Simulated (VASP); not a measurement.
# Cu in VASP: notebook

The runs below take Cu through electric field gradients, with PBEsol.

All numbers are computed with VASP 6.6.1; they aren't measurements. Logs are shortened: lines on timing, memory, paths and dates and some standing lists are left out, and cuts for length are marked.

## 1. The cell of the first run

It takes space group Fm-3m (No. 225, cubic). Conventional cell: a = 3.541 Å, b = 3.541 Å, c = 3.541 Å, α = 90.00°, β = 90.00°, γ = 90.00°. Within 3.3 Å of Cu (site symmetry m-3m) lie 12 Cu at 2.50 Å.

## 2. Electric field gradients, PBEsol (volume scaled by 0.94)

Contents of INCAR:

```
SYSTEM = Cu
ALGO     = Normal         ! electronic algorithm
EDIFF    = 1E-8           ! SCF threshold, eV
ENCUT    = 520            ! plane-wave cutoff, eV
GGA      = PS             ! functional
ISIF     = 2              ! what is computed and relaxed
ISMEAR   = -1             ! smearing method
LASPH    = .TRUE.         ! aspherical terms in the spheres
LCHARG   = .FALSE.        ! write CHGCAR
LEFG     = .TRUE.       
LREAL    = .FALSE.        ! projectors in reciprocal space
LWAVE    = .FALSE.        ! write WAVECAR
NBANDS   = 12             ! bands
NELM     = 60             ! most SCF steps
PREC     = Accurate       ! precision mode
SIGMA    = 0.08           ! smearing width, eV
```

Contents of KPOINTS:

```
k-points
0
G
  19 19 19
  0 0 0
```

Contents of POSCAR:

```
Cu
1.0
    0.0000000000      1.7706018915      1.7706018915
    1.7706018915      0.0000000000      1.7706018915
    1.7706018915      1.7706018915      0.0000000000
Cu
1
Direct
    0.0000000000      0.0000000000      0.0000000000
```

Potentials or basis: VASP PAW PBE potentials, release 64 (Cu).

Started as:

```sh
$ cat potpaw_PBE.64/Cu/POTCAR > POTCAR
$ mpirun -np 1 vasp_std > vasp.out
```

OUTCAR:

```text
SYSTEM = Cu
   EDIFF = 1E-8
   ENCUT = 520
   GGA = PS
   ISIF = 2
   ISMEAR = -1
   LASPH = .TRUE.
   LREAL = .FALSE.
   NELM = 60
   PREC = Accurate

 ion  position               nearest neighbor table
   1  0.000  0.000  0.000-

  LATTYP: Found a face centered cubic cell.
 ALAT       =     3.5412037830

  Lattice vectors:

 A1 = (   0.0000000000,   1.7706018915,   1.7706018915)
 A2 = (   1.7706018915,   0.0000000000,   1.7706018915)
 A3 = (   1.7706018915,   1.7706018915,   0.0000000000)

Analysis of symmetry for initial positions (statically):
=====================================================================
 Subroutine PRICEL returns:
 Original cell was already a primitive cell.

 Routine SETGRP: Setting up the symmetry group for a
 face centered cubic supercell.

 Subroutine GETGRP returns: Found 48 space group operations
 (whereof 48 operations were pure point group operations)
 out of a pool of 48 trial point group operations.

The static configuration has the point symmetry O_h .

Analysis of symmetry for dynamics (positions and initial velocities):
=====================================================================
 Subroutine PRICEL returns:
 Original cell was already a primitive cell.

 Routine SETGRP: Setting up the symmetry group for a
 face centered cubic supercell.

 Subroutine GETGRP returns: Found 48 space group operations
 (whereof 48 operations were pure point group operations)
 out of a pool of 48 trial point group operations.

The dynamic configuration has the point symmetry O_h .

 Subroutine INISYM returns: Found 48 space group operations
 (whereof 48 operations are pure point group operations),
 and found     1 'primitive' translations

----------------------------------------------------------------------------------------

                                     Primitive cell

  volume of cell :      11.1018

  direct lattice vectors                    reciprocal lattice vectors
     0.000000000  1.770601891  1.770601891    -0.282389849  0.282389849  0.282389849
     1.770601891  0.000000000  1.770601891     0.282389849 -0.282389849  0.282389849
     1.770601891  1.770601891  0.000000000     0.282389849  0.282389849 -0.282389849

  length of vectors
     2.504009209  2.504009209  2.504009209     0.489113565  0.489113565  0.489113565

  position of ions in fractional coordinates (direct lattice)
     0.000000000  0.000000000  0.000000000

  ion indices of the primitive-cell ions
   primitive index   ion index
                 1           1

----------------------------------------------------------------------------------------

 KPOINTS: k-points

Automatic generation of k-mesh.
 Grid dimensions read from file:
 generate k-points for:   19   19   19

 Generating k-lattice:

  Cartesian coordinates                     Fractional coordinates (reciprocal lattice)
    -0.014862624  0.014862624  0.014862624     0.052631579  0.000000000  0.000000000
     0.014862624 -0.014862624  0.014862624     0.000000000  0.052631579  0.000000000
     0.014862624  0.014862624 -0.014862624     0.000000000  0.000000000  0.052631579

  Length of vectors
     0.025742819  0.025742819  0.025742819

  Shift w.r.t. Gamma in fractional coordinates (k-lattice)
     0.000000000  0.000000000  0.000000000

 Subroutine IBZKPT returns following result:
 ===========================================

 Found    220 irreducible k-points:

 Following reciprocal coordinates:
            Coordinates               Weight
  0.000000  0.000000  0.000000      1.000000
  0.052632  0.000000  0.000000      8.000000
  0.105263  0.000000  0.000000      8.000000
  0.157895  0.000000  0.000000      8.000000
  0.210526  0.000000  0.000000      8.000000
  0.263158  0.000000  0.000000      8.000000
[... 16 lines left out ...]
 -0.315789  0.052632  0.000000     24.000000
 -0.263158  0.052632  0.000000     24.000000
 [... further k-points ...]
   k-points           NKPTS =    220   k-points in BZ     NKDIM =    220   number of bands    NBANDS=     12
   number of dos      NEDOS =    301   number of ions     NIONS =      1
   total plane-waves  NPLWV =   8000
   dimension x,y,z NGX =    20 NGY =   20 NGZ =   20
   dimension x,y,z NGXF=    40 NGYF=   40 NGZF=   40
   ions per type =               1
   NGX,Y,Z   is equivalent  to a cutoff of  13.28, 13.28, 13.28 a.u.
   NGXF,Y,Z  is equivalent  to a cutoff of  26.56, 26.56, 26.56 a.u.
 SYSTEM =  Cu
   PREC   = accura    normal or accurate (medium, high low for compatibility)
   ISTART =      0    job   : 0-new  1-cont  2-samecut
   ICHARG =      2    charge: 1-file 2-atom 10-const
   ISPIN  =      1    spin polarized calculation?
   LNONCOLLINEAR =      F non collinear calculations
   LSORBIT =      F    spin-orbit coupling
   LASPH  =      T    aspherical Exc in radial PAW
   ENCUT  =  520.0 eV  38.22 Ry    6.18 a.u.   4.66  4.66  4.66*2*pi/ulx,y,z
   NELM   =     60;   NELMIN=  2; NELMDL= -5     # of ELM steps
   EDIFF  = 0.1E-07   stopping-criterion for ELM
   LREAL  =      F    real-space projection
   EDIFFG = 0.1E-06   stopping-criterion for IOM
   NSW    =      0    number of steps for IOM
   IBRION =     -1    ionic relax: 0-MD 1-quasi-New 2-CG
   NFREE  =      0    steps in history (QN), initial steepest desc. (CG)
   ISIF   =      2    stress and relaxation
   ISYM   =      2    0-nonsym 1-usesym 2-fastsym
   POTIM  = 0.5000    time-step for ionic-motion
   TEBEG  =    0.0;   TEEND  =   0.0 temperature during run
   PSTRESS=    0.0 pullay stress
   NELECT =      11.0000    total number of electrons
   NUPDOWN=      -1.0000    fix difference up-down
   EMIN   =  10.00;   EMAX   =-10.00  energy-range for DOS
   EFERMI =   0.00;   METHOD = LEGACY
   ISMEAR =    -1;   SIGMA  =   0.08  broadening in eV -4-tet -1-fermi 0-gaus
   EFERMI_NEDOS =   21; number of points for ismear=-14 and -15
   IALGO  =     38    algorithm
   IMIX   =      4    mixing-type and parameters
     AMIX     =   0.40;   BMIX     =  1.00
     AMIX_MAG =   1.60;   BMIX_MAG =  1.00
  volume/ion in A,a.u.               =      11.10        74.92
  Fermi-wavevector in a.u.,A,eV,Ry     =   1.632080  3.084184 36.241641  2.663685
  Thomas-Fermi vector in A             =   2.724110
   LORBIT       =      0    0 simple, 1 ext, 2 COOP (PROOUT), +10 PAW based schemes
   GGA     = PS    functional components
   LHFCALC =     F    Hartree Fock is set to
   AEXX    =    0.0000 exact exchange contribution
   IVDW    =     0    specifies the selected vdW correction
   LEPSILON=     F    determine dielectric tensor
   LRPA    =     F    only Hartree local field effects (RPA)
 non-spin polarized calculation
  energy-cutoff  :      520.00
  volume of cell :       11.10
 maximum number of plane-waves:       310
   NGX =  9   NGY =  9   NGZ =  9

 number of electron      11.0000009 magnetization

 Free energy of the ion-electron system (eV)
  ---------------------------------------------------
  ext. energy  EPLUGINS =         0.00000000
  ---------------------------------------------------
  free energy    TOTEN  =        -4.30743773 eV

  energy without entropy =       -4.30063610  energy(sigma->0) =       -4.30403692

 E-fermi :   8.2349     XC(G=0): -13.2738

 val. band max:        8.2275633308   @ k =  -0.3684   0.1579   0.0526
 cond. band min:       8.2593029641   @ k =   0.4737   0.3684   0.0526
 fundamental gap:      0.0317396333
 Fermi energy:         8.2348927684

 k-point     1 :       0.0000    0.0000    0.0000
  band No.  band energies     occupation
      1      -1.6824      2.00000
      2       4.9603      2.00000
      3       4.9603      2.00000
      4       4.9603      2.00000
      5       5.8755      2.00000
      6       5.8755      2.00000
      7      31.2664      0.00000
      8      34.3663      0.00000
      9      34.3663      0.00000
     10      34.3663      0.00000
     11      36.9073      0.00000
     12      36.9073      0.00000

 k-point     2 :       0.0526    0.0000    0.0000
  band No.  band energies     occupation
      1      -1.5767      2.00000
      2       4.9361      2.00000
      3       4.9815      2.00000
      4       4.9815      2.00000
      5       5.8669      2.00000
      6       5.8669      2.00000
      7      30.7683      0.00000
      8      32.9613      0.00000
      9      34.0277      0.00000
     10      34.0277      0.00000
     11      37.3882      0.00000
     12      37.3882      0.00000
[... 316 lines left out ...]
 k-point    24 :      -0.2632    0.0526    0.0000
  band No.  band energies     occupation
      1       1.0974      2.00000
      2       4.6536      2.00000
      3       5.0980      2.00000
      4       5.1411      2.00000
      5       5.9319      2.00000
      6       6.2017      2.00000
      7      19.6967      0.00000
      8      28.7687      0.00000
      9      32.0167      0.00000
     10      33.4780      0.00000
     11      35.5847      0.00000
     12      37.0162      0.00000

 [... further k-points ...]
[... 5 lines left out ...]
  --------------------------------------------------------------------------------------
  -------------------------------------------------------------------------------------
  Total        0.2753326      0.2753326      0.2753326      0.0000000      0.0000000     -0.0000000
  in kB       39.7351998     39.7351998     39.7351998      0.0000000      0.0000000     -0.0000000
  external PRESSURE =      39.7351998 kB  Pullay stress =       0.0000000 kB

 VOLUME and BASIS-vectors are now :
 -----------------------------------------------------------------------------
  energy-cutoff  :      520.00
  volume of cell :       11.10
      direct lattice vectors                 reciprocal lattice vectors
     0.000000000  1.770601891  1.770601891    -0.282389849  0.282389849  0.282389849
     1.770601891  0.000000000  1.770601891     0.282389849 -0.282389849  0.282389849
     1.770601891  1.770601891  0.000000000     0.282389849  0.282389849 -0.282389849

 POSITION                                       TOTAL-FORCE (eV/Angst)
 -----------------------------------------------------------------------------------
      0.00000      0.00000      0.00000        -0.000000      0.000000     -0.000000
 -----------------------------------------------------------------------------------
    total drift:                                0.000000      0.000000      0.000000

  FREE ENERGIE OF THE ION-ELECTRON SYSTEM (eV)
  ---------------------------------------------------
  free  energy   TOTEN  =        -4.3074377296 eV

  energy  without entropy=       -4.3006361050  energy(sigma->0) =       -4.30403692

 Electric field gradients (V/A^2)
---------------------------------------------------------------------
 ion       V_xx      V_yy      V_zz      V_xy      V_xz      V_yz
---------------------------------------------------------------------
   1       0.000    -0.000    -0.000     0.002     0.002     0.002
---------------------------------------------------------------------

 Electric field gradients after diagonalization (V/A^2)
 (convention: |V_zz| > |V_xx| > |V_yy|)
----------------------------------------------------------------------
 ion       V_xx      V_yy      V_zz     asymmetry (V_yy - V_xx)/ V_zz
----------------------------------------------------------------------
   1      -0.002    -0.002     0.003       0.000
----------------------------------------------------------------------

           NMR quadrupolar parameters

 Cq : quadrupolar parameter    Cq=e*Q*V_zz/h
 eta: asymmetry parameters     (V_yy - V_xx)/ V_zz
 Q  : nuclear electric quadrupole moment in mb (millibarn)
----------------------------------------------------------------------
 ion       Cq(MHz)       eta       Q (mb)
----------------------------------------------------------------------
   1       0.000       0.000       1.000
----------------------------------------------------------------------
```

Run time: 40 s. Hardware: 1 thread of Intel Xeon 8259CL, shared host; peak memory 0.14 GiB.

What came out:

- Free energy: -4.3074 eV
- Pressure: 4.0 GPa

Caveat: without QUAD_EFG the Cq values of the log hold for a quadrupole moment of 1 mb, not for the nuclei; the PAW data sets were made with another functional, which shifts forces and pressure a little.

## 3. Electric field gradients, PBEsol (zz strain of -1 %)

Contents of INCAR:

```
SYSTEM = Cu
PREC     = Accurate       ! precision mode
ENCUT    = 520            ! plane-wave cutoff, eV
EDIFF    = 1E-8           ! SCF threshold, eV
ISMEAR   = -1             ! smearing method
SIGMA    = 0.08           ! smearing width, eV
LREAL    = .FALSE.        ! projectors in reciprocal space
LASPH    = .TRUE.         ! aspherical terms in the spheres
NELM     = 120            ! most SCF steps
ALGO     = Normal         ! electronic algorithm
ISIF     = 2              ! what is computed and relaxed
LWAVE    = .FALSE.        ! write WAVECAR
LCHARG   = .FALSE.        ! write CHGCAR
GGA      = PS             ! functional
LEFG     = .TRUE.       
NBANDS   = 12             ! bands
GGA_COMPAT= .FALSE.
```

Contents of KPOINTS:

```
Automatic mesh
0
G
  19 19 19
  0 0 0
```

Contents of POSCAR:

```
Cu
1.0
    0.0000000000      1.8075000000      1.7894250000
    1.8075000000      0.0000000000      1.7894250000
    1.8075000000      1.8075000000      0.0000000000
Cu
1
Direct
    0.0000000000      0.0000000000      0.0000000000
```

Potentials or basis: VASP PAW PBE potentials, release 64 (Cu).

Started as:

```sh
$ cat potpaw_PBE.64/Cu/POTCAR > POTCAR
$ mpirun -np 1 vasp_std > vasp.out
```

OUTCAR:

```text
SYSTEM = Cu
   PREC = Accurate
   ENCUT = 520
   EDIFF = 1E-8
   ISMEAR = -1
   LREAL = .FALSE.
   LASPH = .TRUE.
   NELM = 120
   ISIF = 2
   GGA = PS

 ion  position               nearest neighbor table
   1  0.000  0.000  0.000-

  LATTYP: Found a body centered tetragonal cell.
 ALAT       =     2.5561910140
 C/A-ratio  =     1.4000714267

  Lattice vectors:

 A1 = (   0.0000000000,  -1.8075000000,  -1.7894250000)
 A2 = (   0.0000000000,   1.8075000000,  -1.7894250000)
 A3 = (   1.8075000000,   0.0000000000,   1.7894250000)

Analysis of symmetry for initial positions (statically):
=====================================================================
 Subroutine PRICEL returns:
 Original cell was already a primitive cell.

 Routine SETGRP: Setting up the symmetry group for a
 body centered tetragonal supercell.

[... 541 lines left out ...]

 VOLUME and BASIS-vectors are now :
 -----------------------------------------------------------------------------
  energy-cutoff  :      520.00
  volume of cell :       11.69
      direct lattice vectors                 reciprocal lattice vectors
     0.000000000  1.807500000  1.789425000    -0.276625173  0.276625173  0.279419367
     1.807500000  0.000000000  1.789425000     0.276625173 -0.276625173  0.279419367
     1.807500000  1.807500000  0.000000000     0.276625173  0.276625173 -0.279419367

 POSITION                                       TOTAL-FORCE (eV/Angst)
 -----------------------------------------------------------------------------------
      0.00000      0.00000      0.00000        -0.000000      0.000000      0.000000
 -----------------------------------------------------------------------------------
    total drift:                                0.000000      0.000000      0.000000

  FREE ENERGIE OF THE ION-ELECTRON SYSTEM (eV)
  ---------------------------------------------------
  free  energy   TOTEN  =        -4.3060220814 eV

  energy  without entropy=       -4.2988349462  energy(sigma->0) =       -4.30242851

 Electric field gradients (V/A^2)
---------------------------------------------------------------------
 ion       V_xx      V_yy      V_zz      V_xy      V_xz      V_yz
---------------------------------------------------------------------
   1      -0.006    -0.006     0.013     0.002     0.003     0.003
---------------------------------------------------------------------

 Electric field gradients after diagonalization (V/A^2)
 (convention: |V_zz| > |V_xx| > |V_yy|)
----------------------------------------------------------------------
 ion       V_xx      V_yy      V_zz     asymmetry (V_yy - V_xx)/ V_zz
----------------------------------------------------------------------
   1      -0.008    -0.006     0.014       0.190
----------------------------------------------------------------------

           NMR quadrupolar parameters

 Cq : quadrupolar parameter    Cq=e*Q*V_zz/h
 eta: asymmetry parameters     (V_yy - V_xx)/ V_zz
 Q  : nuclear electric quadrupole moment in mb (millibarn)
----------------------------------------------------------------------
 ion       Cq(MHz)       eta       Q (mb)
----------------------------------------------------------------------
   1       0.000       0.190       1.000
----------------------------------------------------------------------
```

OSZICAR:

```text
N       E                     dE             d eps       ncg     rms          rms(c)
DAV:   1     0.416264460118E+02    0.41626E+02   -0.53716E+03 14536   0.153E+03
DAV:   2    -0.410162441423E+01   -0.45728E+02   -0.42211E+02 13600   0.204E+02
DAV:   3    -0.538839558315E+01   -0.12868E+01   -0.12776E+01 15404   0.394E+01
DAV:   4    -0.539621432988E+01   -0.78187E-02   -0.78178E-02 15032   0.272E+00
DAV:   5    -0.539628627992E+01   -0.71950E-04   -0.71950E-04 15552   0.263E-01    0.841E+00
DAV:   6    -0.476777883888E+01    0.62851E+00   -0.17597E+01 15772   0.796E+01    0.436E+00
DAV:   7    -0.431992550154E+01    0.44785E+00   -0.27383E+00 15680   0.313E+01    0.566E-01
DAV:   8    -0.430792665819E+01    0.11999E-01   -0.56520E-03 15416   0.124E+00    0.326E-01
DAV:   9    -0.430601439236E+01    0.19123E-02   -0.10629E-02 16208   0.176E+00    0.229E-02
DAV:  10    -0.430602092097E+01   -0.65286E-05   -0.33082E-05 18832   0.936E-02    0.614E-03
DAV:  11    -0.430602208549E+01   -0.11645E-05   -0.50137E-07 16424   0.123E-02    0.422E-04
DAV:  12    -0.430602208145E+01    0.40413E-08   -0.13596E-08 10584   0.188E-03
   1 F= -.43060221E+01 E0= -.43024285E+01  d E =-.718714E-02
```

stdout:

```text
POSCAR found type information on POSCAR Cu
 POSCAR found :  1 types and       1 ions
 scaLAPACK will be used
 -----------------------------------------------------------------------------
|                                                                             |
|                                                                             |
|     You enforced a specific xc type in the INCAR file but a different       |
|     I HOPE YOU KNOW WHAT YOU ARE DOING!                                     |
|                                                                             |
 -----------------------------------------------------------------------------

 LDA part: xc-table for (Slater+PW92), standard interpolation
 POSCAR, INCAR and KPOINTS ok, starting setup
 FFT: planning ... GRIDC
 FFT: planning ... GRID_SOFT
 FFT: planning ... GRID
 WAVECAR not read
 entering main loop
ion   1
```

Wall time 1.8 min (1 thread of Intel Xeon 8259CL, shared host); peak memory 0.19 GiB.

What came out:

```yaml
Free_energy: -4.3060 eV
Pressure: -4.5 GPa
```

Caveat: the cell differs from its parent crystal (zz strain of -1 %); without QUAD_EFG the Cq values of the log hold for a quadrupole moment of 1 mb, not for the nuclei; the PAW data sets were made with another functional, which shifts forces and pressure a little.
